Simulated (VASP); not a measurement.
# Au (Pm-3m) in VASP: a series of runs

Runs on Au. Level: PBEsol. Tasks: single point.

All numbers are computed with VASP 6.6.1; they aren't measurements. Logs are shortened: lines on timing, memory, paths and dates and some standing lists are left out, and cuts for length are marked.

### Step 1. The cell of the first run

Symmetry: Pm-3m, No. 221, cubic system. The conventional cell has a = 2.501 Å, b = 2.501 Å, c = 2.501 Å, α = 90.00°, β = 90.00°, γ = 90.00°. Au (site symmetry m-3m) has 6 Au at 2.50 Å within 3.3 Å.

### Step 2. Single point, PBEsol (volume scaled by 0.8)

File INCAR:

```
  ALGO = Normal
  EDIFF = 1E-7
  ENCUT = 520
  GGA = PS
  ISIF = 2
  ISMEAR = -1
  LASPH = True
  LCHARG = True
  LELF = True
  LREAL = False
  LVHAR = True
  LWAVE = False
  NBANDS = 12
  NELM = 100
  PREC = Accurate
  SIGMA = 0.08
```

File KPOINTS:

```
k-points
0
Gamma
  14 14 14
```

File POSCAR:

```
Au
1.0
    2.5009275535      0.0000000000      0.0000000000
    0.0000000000      2.5009275535      0.0000000000
    0.0000000000      0.0000000000      2.5009275535
Au
1
Direct
    0.0000000000      0.0000000000      0.0000000000
```

Potentials or basis: VASP PAW PBE potentials, release 64 (Au).

Launch:

```console
$ cat potpaw_PBE.64/Au/POTCAR > POTCAR
$ mpirun -np 1 vasp_std > vasp.out
```

OUTCAR:

```text
EDIFF = 1E-7
   ENCUT = 520
   GGA = PS
   ISIF = 2
   ISMEAR = -1
   LASPH = True
   LREAL = False
   NELM = 100
   PREC = Accurate

 ion  position               nearest neighbor table
   1  0.000  0.000  0.000-

  LATTYP: Found a simple cubic cell.
 ALAT       =     2.5009275535

  Lattice vectors:

 A1 = (   2.5009275535,   0.0000000000,   0.0000000000)
 A2 = (   0.0000000000,   2.5009275535,   0.0000000000)
 A3 = (   0.0000000000,   0.0000000000,   2.5009275535)

Analysis of symmetry for initial positions (statically):
=====================================================================
 Subroutine PRICEL returns:
 Original cell was already a primitive cell.

 Routine SETGRP: Setting up the symmetry group for a
 simple cubic supercell.

 Subroutine GETGRP returns: Found 48 space group operations
 (whereof 48 operations were pure point group operations)
 out of a pool of 48 trial point group operations.

The static configuration has the point symmetry O_h .

Analysis of symmetry for dynamics (positions and initial velocities):
=====================================================================
 Subroutine PRICEL returns:
 Original cell was already a primitive cell.

 Routine SETGRP: Setting up the symmetry group for a
 simple cubic supercell.

 Subroutine GETGRP returns: Found 48 space group operations
 (whereof 48 operations were pure point group operations)
 out of a pool of 48 trial point group operations.

The dynamic configuration has the point symmetry O_h .

 Subroutine INISYM returns: Found 48 space group operations
 (whereof 48 operations are pure point group operations),
 and found     1 'primitive' translations

----------------------------------------------------------------------------------------

                                     Primitive cell

  volume of cell :      15.6424

  direct lattice vectors                    reciprocal lattice vectors
     2.500927553  0.000000000  0.000000000     0.399851646  0.000000000  0.000000000
     0.000000000  2.500927553  0.000000000     0.000000000  0.399851646  0.000000000
     0.000000000  0.000000000  2.500927553     0.000000000  0.000000000  0.399851646

  length of vectors
     2.500927553  2.500927553  2.500927553     0.399851646  0.399851646  0.399851646

  position of ions in fractional coordinates (direct lattice)
     0.000000000  0.000000000  0.000000000

  ion indices of the primitive-cell ions
   primitive index   ion index
                 1           1

----------------------------------------------------------------------------------------

 KPOINTS: k-points

Automatic generation of k-mesh.
 Grid dimensions read from file:
 generate k-points for:   14   14   14

 Generating k-lattice:

  Cartesian coordinates                     Fractional coordinates (reciprocal lattice)
     0.028560832  0.000000000  0.000000000     0.071428571  0.000000000  0.000000000
     0.000000000  0.028560832  0.000000000     0.000000000  0.071428571  0.000000000
     0.000000000  0.000000000  0.028560832     0.000000000  0.000000000  0.071428571

  Length of vectors
     0.028560832  0.028560832  0.028560832

  Shift w.r.t. Gamma in fractional coordinates (k-lattice)
     0.000000000  0.000000000  0.000000000

 Subroutine IBZKPT returns following result:
 ===========================================

 Found    120 irreducible k-points:

 Following reciprocal coordinates:
            Coordinates               Weight
  0.000000  0.000000  0.000000      1.000000
  0.071429  0.000000  0.000000      6.000000
  0.142857  0.000000  0.000000      6.000000
  0.214286  0.000000  0.000000      6.000000
  0.285714  0.000000  0.000000      6.000000
  0.357143  0.000000  0.000000      6.000000
[... 16 lines left out ...]
  0.285714  0.214286  0.000000     24.000000
  0.357143  0.214286  0.000000     24.000000
 [... further k-points ...]
   k-points           NKPTS =    120   k-points in BZ     NKDIM =    120   number of bands    NBANDS=     12
   number of dos      NEDOS =    301   number of ions     NIONS =      1
   total plane-waves  NPLWV =   8000
   dimension x,y,z NGX =    20 NGY =   20 NGZ =   20
   dimension x,y,z NGXF=    40 NGYF=   40 NGZF=   40
   ions per type =               1
   NGX,Y,Z   is equivalent  to a cutoff of  13.29, 13.29, 13.29 a.u.
   NGXF,Y,Z  is equivalent  to a cutoff of  26.59, 26.59, 26.59 a.u.
 SYSTEM =  unknown system
   PREC   = accura    normal or accurate (medium, high low for compatibility)
   ISTART =      0    job   : 0-new  1-cont  2-samecut
   ICHARG =      2    charge: 1-file 2-atom 10-const
   ISPIN  =      1    spin polarized calculation?
   LNONCOLLINEAR =      F non collinear calculations
   LSORBIT =      F    spin-orbit coupling
   LASPH  =      T    aspherical Exc in radial PAW
   ENCUT  =  520.0 eV  38.22 Ry    6.18 a.u.   4.65  4.65  4.65*2*pi/ulx,y,z
   NELM   =    100;   NELMIN=  2; NELMDL= -5     # of ELM steps
   EDIFF  = 0.1E-06   stopping-criterion for ELM
   LREAL  =      F    real-space projection
   EDIFFG = 0.1E-05   stopping-criterion for IOM
   NSW    =      0    number of steps for IOM
   IBRION =     -1    ionic relax: 0-MD 1-quasi-New 2-CG
   NFREE  =      0    steps in history (QN), initial steepest desc. (CG)
   ISIF   =      2    stress and relaxation
   ISYM   =      2    0-nonsym 1-usesym 2-fastsym
   POTIM  = 0.5000    time-step for ionic-motion
   TEBEG  =    0.0;   TEEND  =   0.0 temperature during run
   PSTRESS=    0.0 pullay stress
   NELECT =      11.0000    total number of electrons
   NUPDOWN=      -1.0000    fix difference up-down
   EMIN   =  10.00;   EMAX   =-10.00  energy-range for DOS
   EFERMI =   0.00;   METHOD = LEGACY
   ISMEAR =    -1;   SIGMA  =   0.08  broadening in eV -4-tet -1-fermi 0-gaus
   EFERMI_NEDOS =   21; number of points for ismear=-14 and -15
   IALGO  =     38    algorithm
   IMIX   =      4    mixing-type and parameters
     AMIX     =   0.40;   BMIX     =  1.00
     AMIX_MAG =   1.60;   BMIX_MAG =  1.00
  volume/ion in A,a.u.               =      15.64       105.56
  Fermi-wavevector in a.u.,A,eV,Ry     =   1.455810  2.751081 28.835942  2.119382
  Thomas-Fermi vector in A             =   2.572801
   LORBIT       =      0    0 simple, 1 ext, 2 COOP (PROOUT), +10 PAW based schemes
   GGA     = PS    functional components
   LHFCALC =     F    Hartree Fock is set to
   AEXX    =    0.0000 exact exchange contribution
   IVDW    =     0    specifies the selected vdW correction
   LEPSILON=     F    determine dielectric tensor
   LRPA    =     F    only Hartree local field effects (RPA)
 non-spin polarized calculation
  energy-cutoff  :      520.00
  volume of cell :       15.64
 maximum number of plane-waves:       445
 NGX is ok and might be reduce to    20
   NGX =  9   NGY =  9   NGZ =  9

 number of electron      11.0000004 magnetization

 Free energy of the ion-electron system (eV)
  ---------------------------------------------------
  ext. energy  EPLUGINS =         0.00000000
  ---------------------------------------------------
  free energy    TOTEN  =        -3.13463365 eV

  energy without entropy =       -3.12593847  energy(sigma->0) =       -3.13028606

 E-fermi :  10.4795     XC(G=0): -13.2715

 val. band max:       10.4728907620   @ k =   0.5000   0.5000   0.4286
 cond. band min:      10.4910226755   @ k =   0.5000   0.4286   0.2857
 fundamental gap:      0.0181319135
 Fermi energy:        10.4794996880

 k-point     1 :       0.0000    0.0000    0.0000
  band No.  band energies     occupation
      1      -0.0359      2.00000
      2       2.4551      2.00000
      3       2.4551      2.00000
      4       9.0821      2.00000
      5       9.0821      2.00000
      6       9.0821      2.00000
      7      25.7978      0.00000
      8      25.7978      0.00000
      9      25.7978      0.00000
     10      32.1077      0.00000
     11      34.9046      0.00000
     12      34.9046      0.00000

 k-point     2 :       0.0714    0.0000    0.0000
  band No.  band energies     occupation
      1       0.1241      2.00000
      2       2.4844      2.00000
      3       2.6032      2.00000
      4       8.9374      2.00000
      5       8.9374      2.00000
      6       9.0933      2.00000
      7      24.7002      0.00000
      8      26.0828      0.00000
      9      26.0828      0.00000
     10      32.7815      0.00000
     11      33.8670      0.00000
     12      35.5539      0.00000

 k-point     3 :       0.1429    0.0000    0.0000
  band No.  band energies     occupation
      1       0.5545      2.00000
      2       2.5678      2.00000
      3       3.0723      2.00000
      4       8.5514      2.00000
      5       8.5514      2.00000
      6       9.1252      2.00000
      7      22.5401      0.00000
      8      26.8773      0.00000
      9      26.8773      0.00000
     10      32.0678      0.00000
     11      33.3209      0.00000
     12      37.7969      0.00000

 k-point     4 :       0.2143    0.0000    0.0000
  band No.  band energies     occupation
      1       1.1246      2.00000
      2       2.6909      2.00000
      3       3.9156      2.00000
      4       8.0367      2.00000
      5       8.0367      2.00000
      6       9.1715      2.00000
      7      20.2517      0.00000
      8      28.0325      0.00000
      9      28.0325      0.00000
     10      30.3378      0.00000
     11      33.3002      0.00000
     12      40.1234      0.00000

 k-point     5 :       0.2857    0.0000    0.0000
  band No.  band energies     occupation
      1       1.6946      2.00000
      2       2.8316      2.00000
      3       5.1329      2.00000
      4       7.5135      2.00000
      5       7.5135      2.00000
      6       9.2234      2.00000
      7      18.0985      0.00000
      8      28.8793      0.00000
      9      29.3698      0.00000
     10      29.3698      0.00000
     11      32.7922      0.00000
     12      40.3855      0.00000

 k-point     6 :       0.3571    0.0000    0.0000
  band No.  band energies     occupation
      1       2.1761      2.00000
      2       2.9621      2.00000
      3       6.5859      2.00000
      4       7.0772      2.00000
      5       7.0772      2.00000
      6       9.2706      2.00000
      7      16.1853      0.00000
      8      27.7814      0.00000
      9      30.7003      0.00000
     10      30.7003      0.00000
     11      31.8004      0.00000
     12      40.0350      0.00000

 k-point     7 :       0.4286    0.0000    0.0000
  band No.  band energies     occupation
      1       2.5056      2.00000
      2       3.0546      2.00000
      3       6.7918      2.00000
      4       6.7918      2.00000
      5       7.9590      2.00000
      6       9.3035      2.00000
      7      14.6613      0.00000
      8      27.0998      0.00000
      9      30.7795      0.00000
     10      31.7759      0.00000
     11      31.7759      0.00000
     12      39.3540      0.00000

 k-point     8 :       0.5000    0.0000    0.0000
  band No.  band energies     occupation
      1       2.6242      2.00000
      2       3.0882      2.00000
      3       6.6929      2.00000
      4       6.6929      2.00000
      5       8.6066      2.00000
      6       9.3152      2.00000
      7      13.9904      0.00000
      8      26.8686      0.00000
      9      30.3530      0.00000
     10      32.2188      0.00000
     11      32.2188      0.00000
     12      39.0043      0.00000
[... 166 lines left out ...]
 k-point    20 :       0.4286    0.1429    0.0000
  band No.  band energies     occupation
      1       2.9041      2.00000
      2       3.7994      2.00000
      3       5.2791      2.00000
      4       6.8698      2.00000
      5       8.8290      2.00000
      6       9.3609      2.00000
      7      14.9896      0.00000
      8      27.0149      0.00000
      9      28.5727      0.00000
     10      31.0176      0.00000
     11      33.2249      0.00000
     12      38.3838      0.00000

 k-point    21 :       0.5000    0.1429    0.0000
  band No.  band energies     occupation
      1       2.9964      2.00000
      2       3.8959      2.00000
      3       5.1579      2.00000
      4       6.7723      2.00000
      5       8.8431      2.00000
      6      10.2444      1.89951
      7      14.0404      0.00000
      8      27.1492      0.00000
      9      29.1315      0.00000
     10      29.7536      0.00000
     11      33.8084      0.00000
     12      37.7939      0.00000

 k-point    22 :       0.2143    0.2143    0.0000
  band No.  band energies     occupation
      1       2.1670      2.00000
      2       3.7390      2.00000
      3       4.4957      2.00000
      4       7.0528      2.00000
      5       8.0693      2.00000
      6       8.2663      2.00000
      7      21.8343      0.00000
      8      22.1749      0.00000
      9      30.3993      0.00000
     10      30.4154      0.00000
     11      37.0917      0.00000
     12      37.3065      0.00000

 k-point    23 :       0.2857    0.2143    0.0000
  band No.  band energies     occupation
      1       2.5662      2.00000
      2       4.0291      2.00000
      3       5.1902      2.00000
      4       7.0931      2.00000
      5       7.6453      2.00000
      6       8.2580      2.00000
      7      19.6426      0.00000
      8      23.1106      0.00000
      9      29.6782      0.00000
     10      31.8210      0.00000
     11      35.0901      0.00000
     12      37.9345      0.00000

 k-point    24 :       0.3571    0.2143    0.0000
  band No.  band energies     occupation
      1       2.8863      2.00000
      2       4.1631      2.00000
      3       5.2868      2.00000
      4       7.2298      2.00000
      5       8.3168      2.00000
      6       8.3288      2.00000
      7      17.4265      0.00000
      8      24.2692      0.00000
      9      28.8124      0.00000
     10      32.5698      0.00000
     11      33.2818      0.00000
     12      38.7528      0.00000

 [... further k-points ...]
[... 5 lines left out ...]
  --------------------------------------------------------------------------------------
  -------------------------------------------------------------------------------------
  Total        5.3203255      5.3203255      5.3203255     -0.0000000     -0.0000000      0.0000000
  in kB      544.9359449    544.9359449    544.9359449     -0.0000000     -0.0000000      0.0000000
  external PRESSURE =     544.9359449 kB  Pullay stress =       0.0000000 kB

 VOLUME and BASIS-vectors are now :
 -----------------------------------------------------------------------------
  energy-cutoff  :      520.00
  volume of cell :       15.64
      direct lattice vectors                 reciprocal lattice vectors
     2.500927553  0.000000000  0.000000000     0.399851646  0.000000000  0.000000000
     0.000000000  2.500927553  0.000000000     0.000000000  0.399851646  0.000000000
     0.000000000  0.000000000  2.500927553     0.000000000  0.000000000  0.399851646

 POSITION                                       TOTAL-FORCE (eV/Angst)
 -----------------------------------------------------------------------------------
      0.00000      0.00000      0.00000         0.000000      0.000000      0.000000
 -----------------------------------------------------------------------------------
    total drift:                                0.000000      0.000000      0.000000

  FREE ENERGIE OF THE ION-ELECTRON SYSTEM (eV)
  ---------------------------------------------------
  free  energy   TOTEN  =        -3.1346336518 eV

  energy  without entropy=       -3.1259384685  energy(sigma->0) =       -3.13028606
```

Wall time 9.7 s (1 thread of Intel Xeon Platinum 8488C (Sapphire Rapids), shared host); peak memory 0.14 GiB.

Results:

```
Free energy : -3.1346 eV
Pressure    : 54.5 GPa
```

Caveat: the PAW data sets were made with another functional, which shifts forces and pressure a little; spin-orbit coupling is left out, which moves the levels of the heavy elements.

(Continued in part 2 of 2.)
